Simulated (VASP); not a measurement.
A run of VASP 6.6.1 is set up as follows.

Contents of INCAR:

```
SYSTEM = W
ALGO = Normal ; EDIFF = 1E-7
ENCUT = 520 ; GGA = RP
ISIF = 2 ; ISMEAR = -1
LASPH = .True. ; LCHARG = .False.
LREAL = .False. ; LWAVE = .False.
NBANDS = 28 ; NELM = 100
PREC = Accurate ; SIGMA = 0.1
```

The input KPOINTS:

```
k-points
0
Gamma
  9 9 13
  0 0 0
```

The input POSCAR:

```
W
1.0
    4.7691271158      0.0000000000      0.0000000000
   -2.3845635579      4.1301852362      0.0000000000
    0.0000000000      0.0000000000      2.6557757925
W
3
Direct
    0.0000000000      0.0000000000      0.0000000000
    0.3333333333      0.6666666667      0.5000000000
    0.6666666667      0.3333333333      0.5000000000
```

Potentials or basis: VASP PAW PBE potentials, release 64 (W_sv).

Launch:

```sh
$ cat potpaw_PBE.64/W_sv/POTCAR > POTCAR
$ mpirun -np 1 vasp_std > vasp.out
```

(1) Predict the pressure.

(2) Predict the band gap on the k mesh.

Results:

(1) -9.2 GPa.

(2) zero (band 21 reaches 10.37 eV, above the bottom of band 22 at 9.67 eV).

Caveat: the PAW data sets were made with another functional, which shifts forces and pressure a little; spin-orbit coupling is left out, which moves the levels of the heavy elements.
